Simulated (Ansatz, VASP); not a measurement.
## One calculation of CdS, two programs

The input INCAR:

```
SYSTEM = CdS
PREC     = Accurate       ! precision mode
ENCUT    = 520            ! plane-wave cutoff, eV
EDIFF    = 1E-6           ! SCF threshold, eV
ISMEAR   = 1              ! smearing method
SIGMA    = 0.1            ! smearing width, eV
LREAL    = .FALSE.        ! projectors in reciprocal space
LASPH    = .TRUE.         ! aspherical terms in the spheres
NELM     = 80             ! most SCF steps
ALGO     = Normal         ! electronic algorithm
ISIF     = 2              ! what is computed and relaxed
LWAVE    = .FALSE.        ! write WAVECAR
LCHARG   = .FALSE.        ! write CHGCAR
GGA      = PE             ! functional
IVDW     = 12             ! dispersion correction
NBANDS   = 16             ! bands
```

File KPOINTS:

```
Automatic mesh
0
G
  6 6 6
  0 0 0
```

File POSCAR:

```
CdS
1.0
    0.0000000000      2.8919904379      2.8919904379
    2.8919904379      0.0000000000      2.8919904379
    2.8919904379      2.8919904379      0.0000000000
Cd S
1 1
Direct
    0.0000000000      0.0000000000      0.0000000000
    0.2500000000      0.2500000000      0.2500000000
```

Input for Ansatz:

```yaml
crystal:
  lattice:
    - [0.0, 2.89199043786924, 2.89199043786924]
    - [2.89199043786924, 0.0, 2.89199043786924]
    - [2.89199043786924, 2.89199043786924, 0.0]
  atoms:
    - { symbol: Cd, position: [0.0, 0.0, 0.0] }
    - { symbol: S, position: [0.25, 0.25, 0.25] }
basis:
  ecutwfc: 550.0
kpoints:
  mp_grid:
    grid: [6, 6, 6]
hamiltonian:
  xc: pbe
  dispersion: d3bj
  pseudopotentials:
    kind: paw
scf:
  occupations:
    method: cold
output:
  stress: true
```

Alike in both runs: task single point; functional PBE; dispersion D3(BJ); k mesh 6 × 6 × 6; no spin polarisation.

|  | VASP | Ansatz |
| --- | --- | --- |
| version | VASP 6.6.1 | Ansatz 0.2.0 |
| potentials or method | VASP PAW PBE potentials, release 64 (Cd, S), cutoff 520 eV | plane waves, PAW |
| occupations | methfessel-paxton of order 1, width 0.1 eV | cold |
| valence electrons in the cell | 18 | 26 |

VASP gave:

| Quantity | Value |
| --- | --- |
| pressure (GPa) | 2.7 |

Task: Estimate Ansatz's values.

Result: Pressure (GPa): 2.3.

VASP's potentials hold 18 valence electrons a cell and Ansatz's 26, so a difference there can come from the potentials and not from the codes.
